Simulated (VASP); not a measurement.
# Si16C15 (a cell with a defect) in VASP: relaxation of the atoms with PBE

Aim: the relaxation of the atoms of Si16C15 (a cell with a defect) with PBE.

All numbers are computed with VASP 6.6.1; they aren't measurements. Logs are shortened: lines on timing, memory, paths and dates and some standing lists are left out, and cuts for length are marked.

**1. The cell of the first run**

The cell holds a defect, 31 atoms: a = 7.586 Å, b = 7.586 Å, c = 7.586 Å, α = 109.47°, β = 109.47°, γ = 109.47°.

**2. Relaxation of the atoms, PBE**

The input, INCAR:

```
  PREC = Accurate
  ENCUT = 520
  EDIFF = 1E-7
  ISMEAR = 0
  SIGMA = 0.01
  LREAL = Auto
  LASPH = True
  NELM = 60
  ALGO = Normal
  ISIF = 2
  LWAVE = False
  LCHARG = False
  GGA = PE
  IBRION = 2
  NSW = 65
  EDIFFG = -0.025
```

The input, KPOINTS:

```
Automatic mesh
0
Gamma
  2 2 2
  0.5 0.5 0.5
```

The input, POSCAR:

```
Si16C15
1.0
    4.3797259441      4.3797259441      4.3797259441
   -4.3797259441     -4.3797259441      4.3797259441
    4.3797259441     -4.3797259441     -4.3797259441
Si C
16 15
Direct
    0.2500000000      0.2500000000      0.7500000000
    0.5000000000      0.0000000000      0.7500000000
    0.2500000000      0.5000000000      0.5000000000
    0.5000000000      0.2500000000      0.5000000000
    0.7500000000      0.0000000000      0.5000000000
    0.7500000000      0.7500000000      0.7500000000
    0.0000000000      0.5000000000      0.7500000000
    0.2500000000      0.0000000000      0.0000000000
    0.2500000000      0.7500000000      0.2500000000
    0.5000000000      0.5000000000      0.2500000000
    0.7500000000      0.2500000000      0.2500000000
    0.0000000000      0.0000000000      0.2500000000
    0.0000000000      0.7500000000      0.5000000000
    0.5000000000      0.7500000000      0.0000000000
    0.7500000000      0.5000000000      0.0000000000
    0.0000000000      0.2500000000      0.0000000000
    0.5000000000      0.0000000000      0.5000000000
    0.2500000000      0.5000000000      0.2500000000
    0.5000000000      0.2500000000      0.2500000000
    0.7500000000      0.0000000000      0.2500000000
    0.7500000000      0.7500000000      0.5000000000
    0.0000000000      0.5000000000      0.5000000000
    0.2500000000      1.0000000000      0.7500000000
    0.2500000000      0.7500000000      0.0000000000
    0.5000000000      0.5000000000      0.0000000000
    0.7500000000      0.2500000000      0.0000000000
    0.0000000000      0.0000000000      0.0000000000
    0.0000000000      0.7500000000      0.2500000000
    0.5000000000      0.7500000000      0.7500000000
    0.7500000000      0.5000000000      0.7500000000
    0.0000000000      0.2500000000      0.7500000000
```

Potentials or basis: VASP PAW PBE potentials, release 64 (Si, C).

Started as:

```console
cat potpaw_PBE.64/Si/POTCAR potpaw_PBE.64/C/POTCAR > POTCAR
mpirun -np 1 vasp_std > vasp.out
```

OUTCAR:

```text
PREC = Accurate
   ENCUT = 520
   EDIFF = 1E-7
   ISMEAR = 0
   LREAL = Auto
   LASPH = True
   NELM = 60
   ISIF = 2
   GGA = PE
   IBRION = 2
   NSW = 65
   EDIFFG = -0.025

 ion  position               nearest neighbor table
   1  0.250  0.250  0.750-  23 1.90  25 1.90  31 1.90   7 3.10   8 3.10  10 3.10  16 3.10   2 3.10
                             3 3.10   4 3.10  12 3.10  15 3.10  14 3.10  13 3.10   5 3.10
   2  0.500  0.000  0.750-  17 1.90  23 1.90  26 1.90  29 1.90   8 3.10  11 3.10  14 3.10   1 3.10
                             4 3.10   5 3.10   6 3.10   9 3.10  16 3.10  15 3.10   3 3.10  13 3.10
   3  0.250  0.500  0.500-  18 1.90  22 1.90  29 1.90   9 3.10  10 3.10  13 3.10  14 3.10   1 3.10
                             4 3.10   7 3.10  16 3.10   6 3.10   2 3.10  12 3.10  11 3.10
   4  0.500  0.250  0.500-  17 1.90  19 1.90  30 1.90   5 3.10  10 3.10  11 3.10  15 3.10   1 3.10
                             2 3.10   3 3.10   8 3.10   7 3.10   6 3.10   9 3.10  12 3.10
   5  0.750  0.000  0.500-  17 1.90  20 1.90  21 1.90  31 1.90  12 3.10  13 3.10  16 3.10   2 3.10
                             4 3.10   6 3.10  11 3.10  14 3.10   7 3.10   1 3.10  10 3.10   9 3.10
   6  0.750  0.750  0.750-  21 1.90  27 1.90  29 1.90  30 1.90  13 3.10  14 3.10  15 3.10   2 3.10
                             5 3.10   7 3.10  12 3.10  10 3.10  16 3.10   8 3.10   4 3.10   3 3.10
   7  0.000  0.500  0.750-  22 1.90  24 1.90  30 1.90  31 1.90  13 3.10  15 3.10  16 3.10   1 3.10
                             3 3.10   6 3.10   9 3.10  11 3.10  14 3.10   8 3.10   5 3.10   4 3.10
   8  0.250  0.000  0.000-  19 1.90  23 1.90  24 1.90  27 1.90  12 3.10  14 3.10  16 3.10   1 3.10
                             2 3.10   4 3.10   9 3.10  13 3.10  10 3.10  11 3.10   7 3.10   6 3.10
   9  0.250  0.750  0.250-  17 1.90  18 1.90  24 1.90  28 1.90  12 3.10  13 3.10  14 3.10   2 3.10
[... 16 lines left out ...]
  18  0.250  0.500  0.250-   3 1.90   9 1.90  10 1.90  16 1.90
  19  0.500  0.250  0.250-   4 1.90   8 1.90  10 1.90  11 1.90
  20  0.750  0.000  0.250-   5 1.90  11 1.90  12 1.90  14 1.90
  21  0.750  0.750  0.500-   5 1.90   6 1.90  10 1.90  13 1.90
  22  0.000  0.500  0.500-   3 1.90   7 1.90  11 1.90  13 1.90
  23  0.250  0.000  0.750-   1 1.90   2 1.90   8 1.90  13 1.90
  24  0.250  0.750  0.000-   7 1.90   8 1.90   9 1.90  14 1.90
  25  0.500  0.500  0.000-   1 1.90  10 1.90  14 1.90  15 1.90
  26  0.750  0.250  0.000-   2 1.90  11 1.90  15 1.90  16 1.90
  27  0.000  0.000  0.000-   6 1.90   8 1.90  12 1.90  16 1.90
  28  0.000  0.750  0.250-   9 1.90  12 1.90  13 1.90  15 1.90
  29  0.500  0.750  0.750-   2 1.90   3 1.90   6 1.90  14 1.90
  30  0.750  0.500  0.750-   4 1.90   6 1.90   7 1.90  15 1.90
  31  0.000  0.250  0.750-   1 1.90   5 1.90   7 1.90  16 1.90

  LATTYP: Found a body centered cubic cell.
 ALAT       =     8.7594518882

  Lattice vectors:

 A1 = (   4.3797259441,   4.3797259441,   4.3797259441)
 A2 = (  -4.3797259441,  -4.3797259441,   4.3797259441)
 A3 = (   4.3797259441,  -4.3797259441,  -4.3797259441)

Analysis of symmetry for initial positions (statically):
=====================================================================
 Subroutine PRICEL returns:
 Original cell was already a primitive cell.

 Routine SETGRP: Setting up the symmetry group for a
 body centered cubic supercell.

 Subroutine GETGRP returns: Found 24 space group operations
 (whereof  2 operations were pure point group operations)
 out of a pool of 48 trial point group operations.

The static configuration has the point symmetry C_1h.
 The point group associated with its full space group is T_d .

Analysis of symmetry for dynamics (positions and initial velocities):
=====================================================================
 Subroutine PRICEL returns:
 Original cell was already a primitive cell.

 Routine SETGRP: Setting up the symmetry group for a
 body centered cubic supercell.

 Subroutine GETGRP returns: Found 24 space group operations
 (whereof  2 operations were pure point group operations)
 out of a pool of 48 trial point group operations.

The dynamic configuration has the point symmetry C_1h.
 The point group associated with its full space group is T_d .

 Subroutine INISYM returns: Found 24 space group operations
 (whereof  2 operations are pure point group operations),
 and found     1 'primitive' translations

----------------------------------------------------------------------------------------

                                     Primitive cell

  volume of cell :     336.0476

  direct lattice vectors                    reciprocal lattice vectors
     4.379725944  4.379725944  4.379725944     0.114162394  0.000000000  0.114162394
    -4.379725944 -4.379725944  4.379725944     0.000000000 -0.114162394  0.114162394
     4.379725944 -4.379725944 -4.379725944     0.114162394 -0.114162394  0.000000000

[... 89 lines left out ...]
     0.500000000  0.500000000  0.500000000

 Subroutine IBZKPT returns following result:
 ===========================================

 Found      2 irreducible k-points:

 Following reciprocal coordinates:
            Coordinates               Weight
  0.250000  0.250000  0.250000      2.000000
 -0.250000  0.250000  0.250000      6.000000
   k-points           NKPTS =      2   k-points in BZ     NKDIM =      2   number of bands    NBANDS=     78
   number of dos      NEDOS =    301   number of ions     NIONS =     31
   total plane-waves  NPLWV = 175616
   dimension x,y,z NGX =    56 NGY =   56 NGZ =   56
   dimension x,y,z NGXF=   112 NGYF=  112 NGZF=  112
   ions per type =              16  15
   NGX,Y,Z   is equivalent  to a cutoff of  12.27, 12.27, 12.27 a.u.
   NGXF,Y,Z  is equivalent  to a cutoff of  24.54, 24.54, 24.54 a.u.
 SYSTEM =  unknown system
   PREC   = accura    normal or accurate (medium, high low for compatibility)
   ISTART =      0    job   : 0-new  1-cont  2-samecut
   ICHARG =      2    charge: 1-file 2-atom 10-const
   ISPIN  =      1    spin polarized calculation?
   LNONCOLLINEAR =      F non collinear calculations
   LSORBIT =      F    spin-orbit coupling
   LASPH  =      T    aspherical Exc in radial PAW
   ENCUT  =  520.0 eV  38.22 Ry    6.18 a.u.  14.10 14.10 14.10*2*pi/ulx,y,z
   NELM   =     60;   NELMIN=  2; NELMDL= -5     # of ELM steps
   EDIFF  = 0.1E-06   stopping-criterion for ELM
   LREAL  =      T    real-space projection
   EDIFFG = -.3E-01   stopping-criterion for IOM
   NSW    =     65    number of steps for IOM
   IBRION =      2    ionic relax: 0-MD 1-quasi-New 2-CG
   NFREE  =      1    steps in history (QN), initial steepest desc. (CG)
   ISIF   =      2    stress and relaxation
   ISYM   =      2    0-nonsym 1-usesym 2-fastsym
   POTIM  = 0.5000    time-step for ionic-motion
   TEBEG  =    0.0;   TEEND  =   0.0 temperature during run
   PSTRESS=    0.0 pullay stress
   NELECT =     124.0000    total number of electrons
   NUPDOWN=      -1.0000    fix difference up-down
   EMIN   =  10.00;   EMAX   =-10.00  energy-range for DOS
   EFERMI =   0.00;   METHOD = LEGACY
   ISMEAR =     0;   SIGMA  =   0.01  broadening in eV -4-tet -1-fermi 0-gaus
   EFERMI_NEDOS =   21; number of points for ismear=-14 and -15
   IALGO  =     38    algorithm
   IMIX   =      4    mixing-type and parameters
     AMIX     =   0.40;   BMIX     =  1.00
     AMIX_MAG =   1.60;   BMIX_MAG =  1.00
  volume/ion in A,a.u.               =      10.84        73.15
  Fermi-wavevector in a.u.,A,eV,Ry     =   1.174217  2.218949 18.759525  1.378786
  Thomas-Fermi vector in A             =   2.310618
   LORBIT       =      0    0 simple, 1 ext, 2 COOP (PROOUT), +10 PAW based schemes
   GGA     = PE    functional components
   LHFCALC =     F    Hartree Fock is set to
   AEXX    =    0.0000 exact exchange contribution
   IVDW    =     0    specifies the selected vdW correction
   LEPSILON=     F    determine dielectric tensor
   LRPA    =     F    only Hartree local field effects (RPA)
 conjugate gradient relaxation of ions
 non-spin polarized calculation
 Gauss-broadening in eV      SIGMA  =   0.01
  energy-cutoff  :      520.00
  volume of cell :      336.05
 maximum number of plane-waves:      9092
   NGX = 29   NGY = 29   NGZ = 29

--------------------------------------- Ionic step        1  -------------------------------------------

 number of electron     123.9999988 magnetization

 Free energy of the ion-electron system (eV)
  ---------------------------------------------------
  ext. energy  EPLUGINS =         0.00000000
  ---------------------------------------------------
  free energy    TOTEN  =      -227.00718640 eV

  energy without entropy =     -227.00188626  energy(sigma->0) =     -227.00453633

------------------------ aborting loop because EDIFF is reached ----------------------------------------

  FORCE on cell =-STRESS in cart. coord.  units (eV):
  Direction    XX          YY          ZZ          XY          YZ          ZX
  --------------------------------------------------------------------------------------
  -------------------------------------------------------------------------------------
  Total       -1.0083275     -1.0083275     -1.0083275      0.0000000      0.0000000     -0.0000000
  in kB       -4.8074125     -4.8074125     -4.8074125      0.0000000      0.0000000     -0.0000000
  external PRESSURE =      -4.8074125 kB  Pullay stress =       0.0000000 kB
[... 182 lines left out ...]
--------------------------------------- Ionic step        4  -------------------------------------------

 number of electron     123.9999989 magnetization

 Free energy of the ion-electron system (eV)
  ---------------------------------------------------
  ext. energy  EPLUGINS =         0.00000000
  ---------------------------------------------------
  free energy    TOTEN  =      -227.01765955 eV

  energy without entropy =     -227.01235941  energy(sigma->0) =     -227.01500948

 E-fermi :   9.7525     XC(G=0): -11.2087

 val. band max:        9.3490439608   @ k =  -0.2500   0.2500   0.2500
 cond. band min:       9.7593398995   @ k =  -0.2500   0.2500   0.2500
 fundamental gap:      0.4102959387
 Fermi energy:         9.7524992264

 k-point     1 :       0.2500    0.2500    0.2500
  band No.  band energies     occupation
      1      -6.3667      2.00000
      2      -6.3667      2.00000
      3      -6.3667      2.00000
      4      -5.9705      2.00000
      5      -3.6801      2.00000
      6      -3.6801      2.00000
[... 66 lines left out ...]
     73      11.8954      0.00000
     74      11.8954      0.00000

 k-point     2 :      -0.2500    0.2500    0.2500
  band No.  band energies     occupation
      1      -7.0555      2.00000
      2      -5.6116      2.00000
      3      -5.5969      2.00000
      4      -5.5969      2.00000
      5      -5.2730      2.00000
      6      -4.3537      2.00000
[... 66 lines left out ...]
     73      13.1404      0.00000
     74      13.2348      0.00000
 [bands above 74 left out]

------------------------ aborting loop because EDIFF is reached ----------------------------------------

  FORCE on cell =-STRESS in cart. coord.  units (eV):
  Direction    XX          YY          ZZ          XY          YZ          ZX
  --------------------------------------------------------------------------------------
  -------------------------------------------------------------------------------------
  Total       -1.1528055     -1.1528055     -1.1528055      0.0000000     -0.0000000     -0.0000000
  in kB       -5.4962415     -5.4962415     -5.4962415      0.0000000     -0.0000000     -0.0000000
  external PRESSURE =      -5.4962415 kB  Pullay stress =       0.0000000 kB
[... 46 lines left out ...]
  FREE ENERGIE OF THE ION-ELECTRON SYSTEM (eV)
  ---------------------------------------------------
  free  energy   TOTEN  =      -227.0176595465 eV

  energy  without entropy=     -227.0123594077  energy(sigma->0) =     -227.01500948

 reached required accuracy - stopping structural energy minimisation
```

It took 4.8 min on 1 thread of Intel Xeon Platinum 8259CL at 2.50GHz (Skylake/Cascade Lake), shared host; peak memory 0.46 GiB.

What came out:

```yaml
Free_energy: -227.0177 eV
Energy_gained_by_relaxing: 0.3 meV/atom
Ionic_steps: 4
Pressure_after_relaxing: -0.5 GPa
Largest_force_after_relaxing: 0.013 eV/Å
Band_gap_on_the_k_mesh: zero (band 62 reaches 9.88 eV, above the bottom of band 63 at 9.76 eV)
```

Forces in eV/Å, atoms in the order of the input:
```
Si  -0.008  0.008  0.008
Si   0.003  0.005 -0.005
Si   0.008  0.008 -0.008
Si  -0.008 -0.008 -0.008
Si  -0.005 -0.005 -0.003
Si   0.005 -0.005  0.003
Si  -0.005 -0.003 -0.005
Si  -0.005  0.003  0.005
Si   0.005  0.003 -0.005
Si  -0.005  0.005  0.003
Si  -0.003 -0.005 -0.005
Si   0.008 -0.008  0.008
Si   0.005  0.005 -0.003
Si   0.005 -0.003  0.005
Si   0.003 -0.005  0.005
Si  -0.003  0.005  0.005
C   -0.005 -0.005 -0.003
C    0.005  0.003 -0.005
C   -0.003 -0.005 -0.005
C    0.005 -0.003  0.005
C    0.000  0.000  0.000
C    0.005  0.005 -0.003
C   -0.005  0.003  0.005
C    0.000  0.000  0.000
C   -0.005  0.005  0.003
C    0.000  0.000  0.000
C    0.005 -0.005  0.003
C    0.003 -0.005  0.005
C    0.003  0.005 -0.005
C   -0.005 -0.003 -0.005
C   -0.003  0.005  0.005
```

The path:
```csv
step,energy change (eV),largest force (eV/Å),pressure (GPa)
1,0.0000,0.1769,-0.48
2,-0.0069,0.1047,-0.54
3,-0.0101,0.0482,-0.53
4,-0.0105,0.0131,-0.55
```

Final structure:
```
Si C
1.0
     4.37973    4.37973    4.37973
    -4.37973   -4.37973    4.37973
     4.37973   -4.37973   -4.37973
Si C
16 15
Direct
  0.25000 0.25000 0.74943
  0.49981 0.00039 0.74981
  0.25000 0.49943 0.50000
  0.49943 0.25000 0.50000
  0.75058 0.00019 0.50000
  0.74942 0.74942 0.74961
  0.00039 0.49981 0.74981
  0.25000 0.00019 0.00058
  0.25000 0.75058 0.25019
  0.49981 0.49981 0.25039
  0.75058 0.25000 0.25019
  0.00057 0.00057 0.25057
  0.00019 0.75058 0.50000
  0.49961 0.74942 0.99942
  0.74942 0.49961 0.99942
  0.00019 0.25000 0.00058
  0.49942 0.99925 0.50000
  0.25000 0.49942 0.24925
  0.49942 0.25000 0.24925
  0.74983 0.00058 0.25058
  0.75000 0.75000 0.50000
  0.99925 0.49942 0.50000
  0.25000 0.99925 0.74942
  0.25000 0.75000 0.00000
  0.50075 0.50075 0.00017
  0.75000 0.25000 0.00000
  0.00058 0.00058 0.99983
  0.00058 0.74983 0.25058
  0.50075 0.75017 0.75075
  0.75017 0.50075 0.75075
  0.99925 0.25000 0.74942
```

Caveat: the k points lie up to 0.51 Å⁻¹ apart.
